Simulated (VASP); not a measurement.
GaGe: single point with LDA

GaGe:

```xyz
2
Lattice="0.0000 2.8587 2.8587 2.8587 0.0000 2.8587 2.8587 2.8587 0.0000" Properties=species:S:1:pos:R:3 pbc="T T T"
Ge    0.0000    0.0000    0.0000
Ga    1.4293    1.4293    1.4293
```

- Program: VASP 6.6.1
- Task: single point
- Functional: LDA
- Potentials or basis: VASP PAW LDA potentials, release 64 (Ge_d, Ga_d)
- Cutoff: 520 eV
- k mesh: 8 × 8 × 8
- Occupations: fermi-dirac, width 0.05 eV
- Spin: no spin polarisation

```yaml
Pressure: -2.1 GPa
```

Levels at points of the mesh, in eV from the Fermi level:
```csv
k point,band 12,band 13,band 14,band 15,band 16,band 17
"(0.00, 0.00, 0.00)",1.77,1.77,1.77,2.31,4.44,4.44
"(0.50, 0.00, 0.00)",-5.52,0.40,0.40,2.17,5.44,5.44
"(0.50, 0.50, 0.00)",-5.94,-1.31,-1.31,2.30,2.43,11.32
```

Run time: 10 s on 1 thread of Intel(R) Xeon(R) 6975P-C (Granite Rapids), with other jobs on the host, peak memory 0.16 GiB.
